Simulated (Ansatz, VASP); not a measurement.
# HPt4: VASP beside Ansatz

```
Pt H
1.0
     2.80716    0.00000    0.00000
     0.00000    3.96993    0.00000
     0.00000    0.00000   21.15539
Pt H
4 1
Direct
  0.50000 0.50000 0.18908
  0.00000 0.00000 0.25542
  0.50000 0.50000 0.32689
  0.00000 0.00000 0.38550
  0.50000 0.50000 0.54763
```

Alike in both runs: task single point; functional PBE; k mesh 9 × 7 × 1; occupations gaussian, width 0.1 eV; collinear spin.

|  | VASP | Ansatz |
| --- | --- | --- |
| version | VASP 6.6.1 | Ansatz 0.2.0 |
| potentials or method | VASP PAW PBE potentials, release 64 (Pt, H), cutoff 520 eV | scalar-relativistic, plane waves, PAW |
| valence electrons in the cell | 41 | 73 |

|  | VASP | Ansatz | Ansatz less VASP |
| --- | --- | --- | --- |
| gap on the k mesh at the Fermi level (eV) | none | none | - |
| rms of the force components (eV/Å) | 0.320 | 0.321 | +0.0011 |
| net moment per atom (μB) | 0.19 | 0.19 | +0.001 |
| size of the moment on the site where the two differ most (μB) | 0.38 | 0.85 | +0.465 |

Site moments also hang on the region over which each program counts them. Atom by atom the forces differ by 0.010 eV/Å (rms over components). A gap of «none» marks a metal or a gap that the smearing closes. VASP's potentials hold 41 valence electrons a cell and Ansatz's 73, so a difference there can come from the potentials and not from the codes.

Spin-orbit coupling is off throughout.
